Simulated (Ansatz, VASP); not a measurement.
Cu2Ni3 in VASP and in Ansatz

INCAR

```
SYSTEM = Cu2Ni3
  ALGO = Fast
  EDIFF = 1E-6
  ENCUT = 520
  GGA = PE
  ISIF = 2
  ISMEAR = 0
  ISPIN = 2
  LASPH = .TRUE.
  LCHARG = .FALSE.
  LMAXMIX = 4
  LORBIT = 11
  LREAL = .FALSE.
  LWAVE = .FALSE.
  MAGMOM = 0 0 2 2 -2
  NBANDS = 38
  NELM = 150
  PREC = Accurate
  SIGMA = 0.1
```

KPOINTS

```
k-points
0
G
  6 6 6
  0 0 0
```

Contents of POSCAR:

```
Cu2Ni3
1.0
    0.0000000000      1.9146605200      8.5277374200
    1.7055474800      0.0000000000      8.5277374200
    1.7055474800      1.9146605200      0.0000000000
Cu Ni
2 3
Direct
    0.8000000000      0.8000000000      0.2000000000
    0.2000000000      0.2000000000      0.8000000000
    0.0000000000      0.0000000000      0.0000000000
    0.4000000000      0.4000000000      0.6000000000
    0.6000000000      0.6000000000      0.4000000000
```

Input for Ansatz:

```yaml
crystal:
  lattice:
    - [0.0, 1.91466052, 8.52773742]
    - [1.70554748, 0.0, 8.52773742]
    - [1.70554748, 1.91466052, 0.0]
  atoms:
    - { symbol: Cu, position: [0.8, 0.8, 0.2] }
    - { symbol: Cu, position: [0.2, 0.2, 0.8] }
    - { symbol: Ni, position: [0.0, 0.0, 0.0], spin: 2.0 }
    - { symbol: Ni, position: [0.4, 0.4, 0.6], spin: 2.0 }
    - { symbol: Ni, position: [0.6, 0.6, 0.4], spin: -2.0 }
basis:
  ecutwfc: 420
kpoints:
  mp_grid: { grid: [6, 6, 6] }
hamiltonian:
  xc: pbe
scf:
  occupations: { method: gaussian, width: 0.1 }
  lower_state_search: "off"
output:
  forces: true
  stress: true
  eigenvalues: true
  populations: true
magnetization:
  spin_polarized: true
```

Alike in both runs: task single point; functional PBE; k mesh 6 × 6 × 6; occupations gaussian, width 0.1 eV; collinear spin.

```csv
,VASP,Ansatz
version,VASP 6.6.1,Ansatz 0.2.0
potentials or method,"VASP PAW PBE potentials, release 64 (Cu, Ni), cutoff 520 eV","scalar-relativistic, plane waves, PAW"
valence electrons in the cell,52,92
```

```tsv
	VASP	Ansatz	Ansatz less VASP
gap on the k mesh at the Fermi level (eV)	none	none	-
pressure (GPa)	2.8	2.6	-0.20
traceless stress, the component that is largest in VASP (GPa)	-9.69	-10.02	-0.328
rms of the force components (eV/Å)	0.179	0.173	-0.0053
net moment per atom (μB)	0.28	0.29	+0.009
size of the moment on the site where the two differ most (μB)	0.59	0.63	+0.039
```

Site moments also hang on the region over which each program counts them. Atom by atom the forces differ by 0.007 eV/Å (rms over components). A gap of «none» marks a metal or a gap that the smearing closes. VASP's potentials hold 52 valence electrons a cell and Ansatz's 92, so a difference there can come from the potentials and not from the codes. Ansatz's warnings: seeded moment not kept.

The k mesh is coarse, so the values compare programs but aren't converged.
